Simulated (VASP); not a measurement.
# HgTe (F-43m) in VASP: a series of runs, part 2 of 3

VASP 6.6.1. Earlier steps stand in the parts before.

## Step 4: Single point, PBE, non-collinear spin, zero start, spin-orbit coupling (36.64 Å³/atom)

This run uses another cell than the first one, of 36.64 Å³/atom.

INCAR

```
SYSTEM = HgTe
  PREC = Accurate
  ENCUT = 520
  EDIFF = 1E-7
  ISMEAR = 0
  SIGMA = 0.05
  LREAL = .False.
  LASPH = .True.
  NELM = 150
  ALGO = Normal
  ISIF = 2
  LWAVE = .False.
  LCHARG = .True.
  MAGMOM = 0 0 0 0 0 0
  LORBIT = 11
  LSORBIT = .True.
  GGA_COMPAT = .False.
  LORBMOM = .True.
  GGA = PE
  LVHAR = .True.
  NBANDS = 30
```

KPOINTS

```
regular mesh
0
Gamma
  10 10 10
  0 0 0
```

POSCAR

```
HgTe
1.0
    0.0000000000      3.3214983477      3.3214983477
    3.3214983477      0.0000000000      3.3214983477
    3.3214983477      3.3214983477      0.0000000000
Hg Te
1 1
Direct
    0.0000000000      0.0000000000      0.0000000000
    0.2500000000      0.2500000000      0.2500000000
```

Potentials or basis: VASP PAW PBE potentials, release 64 (Hg, Te).

Launch:

```
$ cat potpaw_PBE.64/Hg/POTCAR potpaw_PBE.64/Te/POTCAR > POTCAR
$ mpirun -np 1 vasp_ncl > vasp.out
```

OUTCAR:

```text
SYSTEM = HgTe
   PREC = Accurate
   ENCUT = 520
   EDIFF = 1E-7
   ISMEAR = 0
   LREAL = .False.
   LASPH = .True.
   NELM = 150
   ISIF = 2
   LORBIT = 11
   LSORBIT = .True.
   GGA = PE

 ion  position               nearest neighbor table
   1  0.000  0.000  0.000-   2 2.88   2 2.88   2 2.88   2 2.88
   2  0.250  0.250  0.250-   1 2.88   1 2.88   1 2.88   1 2.88

  LATTYP: Found a face centered cubic cell.
 ALAT       =     6.6429966954

  Lattice vectors:

 A1 = (   0.0000000000,   3.3214983477,   3.3214983477)
 A2 = (   3.3214983477,   0.0000000000,   3.3214983477)
 A3 = (   3.3214983477,   3.3214983477,   0.0000000000)

Analysis of symmetry for initial positions (statically):
=====================================================================
 Subroutine PRICEL returns:
 Original cell was already a primitive cell.

 Routine SETGRP: Setting up the symmetry group for a
 face centered cubic supercell.

 Subroutine GETGRP returns: Found 24 space group operations
 (whereof 24 operations were pure point group operations)
 out of a pool of 48 trial point group operations.

The static configuration has the point symmetry T_d .

Analysis of symmetry for dynamics (positions and initial velocities):
=====================================================================
 Subroutine PRICEL returns:
 Original cell was already a primitive cell.

 Routine SETGRP: Setting up the symmetry group for a
 face centered cubic supercell.

 Subroutine GETGRP returns: Found 24 space group operations
 (whereof 24 operations were pure point group operations)
 out of a pool of 48 trial point group operations.

The dynamic configuration has the point symmetry T_d .

Analysis of structural, dynamic, and magnetic symmetry:
=====================================================================
 Subroutine PRICEL returns:
 Original cell was already a primitive cell.

 Routine SETGRP: Setting up the symmetry group for a
 face centered cubic supercell.

 Subroutine GETGRP returns: Found 24 space group operations
 (whereof 24 operations were pure point group operations)
 out of a pool of 48 trial point group operations.

The overall configuration has the point symmetry T_d .

 Subroutine INISYM returns: Found 24 space group operations
 (whereof 24 operations are pure point group operations),
 and found     1 'primitive' translations

----------------------------------------------------------------------------------------

                                     Primitive cell

  volume of cell :      73.2879

  direct lattice vectors                    reciprocal lattice vectors
     0.000000000  3.321498348  3.321498348    -0.150534472  0.150534472  0.150534472
     3.321498348  0.000000000  3.321498348     0.150534472 -0.150534472  0.150534472
     3.321498348  3.321498348  0.000000000     0.150534472  0.150534472 -0.150534472

  length of vectors
     4.697308011  4.697308011  4.697308011     0.260733354  0.260733354  0.260733354

[... 935 lines left out ...]

  FORCE on cell =-STRESS in cart. coord.  units (eV):
  Direction    XX          YY          ZZ          XY          YZ          ZX
  --------------------------------------------------------------------------------------
  -------------------------------------------------------------------------------------
  Total       -0.0058096     -0.0058096     -0.0058096     -0.0000000     -0.0000000     -0.0000000
  in kB       -0.1270057     -0.1270057     -0.1270057     -0.0000000     -0.0000000     -0.0000000
  external PRESSURE =      -0.1270057 kB  Pullay stress =       0.0000000 kB

 VOLUME and BASIS-vectors are now :
 -----------------------------------------------------------------------------
  energy-cutoff  :      520.00
  volume of cell :       73.29
      direct lattice vectors                 reciprocal lattice vectors
     0.000000000  3.321498348  3.321498348    -0.150534472  0.150534472  0.150534472
     3.321498348  0.000000000  3.321498348     0.150534472 -0.150534472  0.150534472
     3.321498348  3.321498348  0.000000000     0.150534472  0.150534472 -0.150534472

 POSITION                                       TOTAL-FORCE (eV/Angst)
 -----------------------------------------------------------------------------------
      0.00000      0.00000      0.00000         0.000000      0.000000      0.000000
      1.66075      1.66075      1.66075        -0.000000     -0.000000     -0.000000
 -----------------------------------------------------------------------------------
    total drift:                                0.000000      0.000000      0.000000

  FREE ENERGIE OF THE ION-ELECTRON SYSTEM (eV)
  ---------------------------------------------------
  free  energy   TOTEN  =        -4.0456332505 eV

  energy  without entropy=       -4.0455642766  energy(sigma->0) =       -4.04559876

 orbital moment (x)

 # of ion     p       d       tot
 ----------------------------------------
  1        -0.000   0.000   0.000
  2        -0.000   0.000  -0.000
 ----------------------------------------
           -0.000   0.000   0.000

 orbital moment (y)

 # of ion     p       d       tot
 ----------------------------------------
  1        -0.000  -0.000  -0.000
  2         0.000   0.000   0.000
 ----------------------------------------
           -0.000  -0.000  -0.000

 orbital moment (z)

 # of ion     p       d       tot
 ----------------------------------------
  1         0.000   0.000   0.000
  2         0.000  -0.000  -0.000
 ----------------------------------------
            0.000  -0.000  -0.000

 Spin-Orbit-Coupling matrix elements

 Ion:    1  E_soc:     -0.5729828
 l=   1
     0.0000000    -0.0289851    -0.0289851
    -0.0289851     0.0000000    -0.0289851
    -0.0289851    -0.0289851     0.0000000
 l=   2
     0.0000000    -0.0131199     0.0000000    -0.0131199    -0.0533922
    -0.0131199     0.0000000    -0.0400441    -0.0131199    -0.0133480
     0.0000000    -0.0400441     0.0000000    -0.0400441     0.0000000
    -0.0131199    -0.0131199    -0.0400441     0.0000000    -0.0133480
    -0.0533922    -0.0133480     0.0000000    -0.0133480     0.0000000
 l=   3
     0.0000000     0.0000000     0.0000000     0.0000000     0.0000000     0.0000000     0.0000000
     0.0000000     0.0000000     0.0000000     0.0000000     0.0000000     0.0000000     0.0000000
     0.0000000     0.0000000     0.0000000     0.0000000     0.0000000     0.0000000     0.0000000
     0.0000000     0.0000000     0.0000000     0.0000000     0.0000000     0.0000000     0.0000000
     0.0000000     0.0000000     0.0000000     0.0000000     0.0000000     0.0000000     0.0000000
     0.0000000     0.0000000     0.0000000     0.0000000     0.0000000     0.0000000     0.0000000
     0.0000000     0.0000000     0.0000000     0.0000000     0.0000000     0.0000000     0.0000000

 Ion:    2  E_soc:     -0.2272444
 l=   1
     0.0000000    -0.0377562    -0.0377562
    -0.0377562     0.0000000    -0.0377562
    -0.0377562    -0.0377562     0.0000000
 l=   2
     0.0000000    -0.0000461     0.0000000    -0.0000461    -0.0000717
    -0.0000461     0.0000000    -0.0000538    -0.0000461    -0.0000179
     0.0000000    -0.0000538     0.0000000    -0.0000538     0.0000000
    -0.0000461    -0.0000461    -0.0000538     0.0000000    -0.0000179
    -0.0000717    -0.0000179     0.0000000    -0.0000179     0.0000000
 l=   3
     0.0000000     0.0000000     0.0000000     0.0000000     0.0000000     0.0000000     0.0000000
     0.0000000     0.0000000     0.0000000     0.0000000     0.0000000     0.0000000     0.0000000
     0.0000000     0.0000000     0.0000000     0.0000000     0.0000000     0.0000000     0.0000000
     0.0000000     0.0000000     0.0000000     0.0000000     0.0000000     0.0000000     0.0000000
     0.0000000     0.0000000     0.0000000     0.0000000     0.0000000     0.0000000     0.0000000
     0.0000000     0.0000000     0.0000000     0.0000000     0.0000000     0.0000000     0.0000000
     0.0000000     0.0000000     0.0000000     0.0000000     0.0000000     0.0000000     0.0000000

 total charge

# of ion       s       p       d       tot
------------------------------------------
    1        0.744   0.368   9.361  10.473
    2        1.375   1.938   0.026   3.340
--------------------------------------------------
tot          2.119   2.307   9.387  13.812

 magnetization (x)

# of ion       s       p       d       tot
------------------------------------------
    1        0.000  -0.000  -0.000  -0.000
    2       -0.000   0.000   0.000   0.000
--------------------------------------------------
tot         -0.000   0.000  -0.000  -0.000

 magnetization (y)

# of ion       s       p       d       tot
------------------------------------------
    1        0.000   0.000   0.000   0.000
    2        0.000  -0.000   0.000  -0.000
--------------------------------------------------
tot          0.000   0.000   0.000   0.000

 magnetization (z)

# of ion       s       p       d       tot
------------------------------------------
    1       -0.000   0.000  -0.000  -0.000
    2       -0.000   0.000   0.000   0.000
--------------------------------------------------
tot         -0.000   0.000  -0.000  -0.000
```

It took 12 min on 1 thread of Oxide Virtual Turin-like, shared host; peak memory 0.47 GiB.

What came out:

- Free energy: -4.0456 eV
- Pressure: 0.0 GPa
- Net moment: 0.00 μB per cell
- Valence electrons inside the program's atomic spheres: Hg 10.47; Te 3.34

Moments on the atoms (μB; x, y, z):
```
Hg  0.00 0.00 0.00
Te  0.00 0.00 0.00
```

(Continued in part 3 of 3.)
